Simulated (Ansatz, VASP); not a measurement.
**Sr4HfO in VASP and in Ansatz**

```
CELL_PARAMETERS angstrom
3.71819 0.00000 0.00000
-1.85909 3.22005 0.00000
0.00000 0.00000 16.12412
ATOMIC_POSITIONS crystal
Sr 0.66667 0.33333 0.67488
Sr 0.00000 0.00000 0.90174
Sr 0.00000 0.00000 0.09826
Sr 0.66667 0.33333 0.32512
Hf 0.00000 0.00000 0.50000
O 0.66667 0.33333 0.00000
```

Change from the starting cell: species swapped into the NbWSe4 type (P-6m2, No. 187).

Alike in both runs: functional PBE; k mesh 6 × 6 × 2; occupations gaussian, width 0.1 eV; no spin polarisation.

Ansatz relaxed the structure, and its values are those at the end. VASP's run is a single point on that final structure, the one shown.

|  | VASP | Ansatz |
| --- | --- | --- |
| version | VASP 6.6.1 | Ansatz 0.2.0 |
| potentials or method | VASP PAW PBE potentials, release 64 (Sr_sv, Hf_pv, O), cutoff 520 eV | scalar-relativistic, plane waves, PAW |
| valence electrons in the cell | 56 | 72 |

Ansatz gave:

| Quantity | Value |
| --- | --- |
| gap on the k mesh at the Fermi level (eV) | none |
| pressure (GPa) | 0.0 |
| rms of the force components (eV/Å) | 0.005 |

Problem. Which values does VASP return?

Solution. gap on the k mesh at the Fermi level (eV): none; pressure (GPa): 0.0; rms of the force components (eV/Å): 0.017.

A gap of «none» marks a metal or a gap that the smearing closes. VASP's potentials hold 56 valence electrons a cell and Ansatz's 72, so a difference there can come from the potentials and not from the codes.

Spin-orbit coupling is off throughout.
